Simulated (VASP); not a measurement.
Here is a VASP 6.6.1 calculation.

INCAR

```
SYSTEM = NbTe4Mo
PREC = Accurate
ENCUT = 520
EDIFF = 1E-6
ISMEAR = 0
SIGMA = 0.1
LREAL = .FALSE.
LASPH = .TRUE.
NELM = 150
ALGO = Normal
ISIF = 2
LWAVE = .FALSE.
LCHARG = .FALSE.
ISPIN = 2
MAGMOM = 1 0 0 0 0 1
LORBIT = 11
LMAXMIX = 4
GGA = PE
NBANDS = 38
```

File KPOINTS:

```
regular mesh
0
G
  6 6 2
  0 0 0
```

POSCAR

```
NbTe4Mo
1.0
    3.6233800000      0.0000000000      0.0000000000
   -1.8116900000      3.1379392000      0.0000000000
    0.0000000000      0.0000000000     14.7358984000
Nb Te Mo
1 4 1
Direct
    0.0000000000      0.0000000000      0.0000000000
    0.0000000000      0.0000000000      0.3789820000
    0.3333333000      0.6666667000      0.8732770000
    0.0000000000      0.0000000000      0.6210180000
    0.3333333000      0.6666667000      0.1267230000
    0.3333333000      0.6666667000      0.5000000000
```

Potentials or basis: VASP PAW PBE potentials, release 64 (Nb_sv, Te, Mo_sv).

The run is started by

```bash
$ cat potpaw_PBE.64/Nb_sv/POTCAR potpaw_PBE.64/Te/POTCAR potpaw_PBE.64/Mo_sv/POTCAR > POTCAR
$ mpirun -np 1 vasp_std > vasp.out
```

**Question.** Predict the site moments.

**Answer.** Nb +0.24; Te +0.00; Mo +0.00 μB.

**Question.** Estimate the largest force.

**Answer.** 0.017 eV/Å.

Forces in eV/Å, atoms in the order of the input:
```
Nb   0.000  0.000  0.000
Te   0.000  0.000 -0.017
Te   0.000  0.000  0.003
Te   0.000  0.000  0.017
Te   0.000  0.000 -0.003
Mo   0.000  0.000  0.000
```

Caveat: a moment this small can come from the mesh or the smearing.
